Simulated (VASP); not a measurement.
Crystal: GaSi.

```xyz
2
Lattice="2.9016 0.0000 0.0000 0.0000 2.9016 0.0000 0.0000 0.0000 4.0029" Properties=species:S:1:pos:R:3 pbc="T T T"
Ga    0.0000    0.0000    0.0000
Si    1.4508    1.4508    2.0015
```

- Program: VASP 6.6.1
- Task: relaxation of cell and atoms
- Functional: PBE
- Potentials or basis: VASP PAW PBE potentials, release 64 (Ga_d, Si)
- Cutoff: 600 eV
- k mesh: 20 × 20 × 14
- Occupations: gaussian, width 0.1 eV
- Spin: no spin polarisation

At the start: pressure 0.2 GPa; volume 16.85 Å³/atom.

Q: How do energy, volume and symmetry change on relaxing?

A: Over 7 steps the energy falls by 2.4 meV/atom and the volume is 16.86 Å³/atom (+0.1 %); space group P4/mmm (No. 123, to 0.05 Å).

The path:
```
step  energy change (eV)  largest force (eV/Å)  pressure (GPa)  volume (Å³)
   1              0.0000                0.0000            0.23        33.70
   2             -0.0023                0.0000           -0.07        33.82
   3             -0.0037                0.0000           -0.37        33.95
   4             -0.0036                0.0000           -0.95        34.19
   5             -0.0040                0.0000           -0.52        34.05
   6             -0.0049                0.0000            0.08        33.72
   7             -0.0049                0.0000           -0.04        33.73
```

Final structure:
```cif
data_structure
_symmetry_space_group_name_H-M 'P 1'
_symmetry_Int_Tables_number 1
_cell_length_a 2.8683
_cell_length_b 2.8683
_cell_length_c 4.0997
_cell_angle_alpha 90.000
_cell_angle_beta 90.000
_cell_angle_gamma 90.000
_cell_volume 33.73
loop_
_atom_site_label
_atom_site_type_symbol
_atom_site_fract_x
_atom_site_fract_y
_atom_site_fract_z
_atom_site_occupancy
Ga1 Ga 0.00000 0.00000 0.00000 1
Si1 Si 0.50000 0.50000 0.50000 1
```
